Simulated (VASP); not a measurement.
Here is a VASP 6.6.1 calculation.

INCAR

```
  PREC = Accurate
  ENCUT = 600
  EDIFF = 1E-7
  ISMEAR = -1
  SIGMA = 0.15
  LREAL = False
  LASPH = True
  NELM = 100
  ALGO = Normal
  ISIF = 3
  LWAVE = False
  LCHARG = False
  GGA = PE
  IBRION = 2
  NSW = 80
  EDIFFG = -0.001
```

Contents of KPOINTS:

```
regular mesh
0
Gamma
  14 14 8
```

POSCAR

```
TaSb
1.0
    2.9425994359      0.0000000000      0.0000000000
    0.0000000000      2.9425994359      0.0000000000
    0.0000000000      0.0000000000      5.6114997974
Ta Sb
1 1
Direct
    0.0000000000      0.0000000000      0.5000000000
    0.0000000000      0.0000000000      0.0000000000
```

Potentials or basis: VASP PAW PBE potentials, release 64 (Ta_pv, Sb).

Run with:

```bash
$ cat potpaw_PBE.64/Ta_pv/POTCAR potpaw_PBE.64/Sb/POTCAR > POTCAR
$ mpirun -np 1 vasp_std > vasp.out
```

Question: Predict the relaxed volume.

Answer: 24.30 Å³/atom.

Question: What does it give for the band gap on the k mesh?

Answer: Zero (band 8 reaches 8.87 eV, above the bottom of band 9 at 5.90 eV).

Question: What does it give for the space group after relaxing (to 0.05 Å)?

Answer: P4/mmm (No. 123).

Question: Predict the relaxed cell.

Answer: a = 2.935 Å, b = 2.935 Å, c = 5.642 Å, α = 90.00°, β = 90.00°, γ = 90.00°.

Step by step:
```tsv
step	energy change (eV)	largest force (eV/Å)	pressure (GPa)	volume (Å³)
1	0.0000	0.0000	0.20	48.59
2	-0.0007	0.0000	-0.45	48.80
3	-0.0010	0.0000	-0.22	48.73
4	-0.0011	0.0000	0.14	48.52
5	-0.0011	0.0000	0.01	48.60
6	-0.0011	0.0000	0.01	48.60
7	-0.0011	0.0000	-0.11	48.66
8	-0.0011	0.0000	0.00	48.60
```

Caveat: spin-orbit coupling is left out, which moves the levels of the heavy elements.
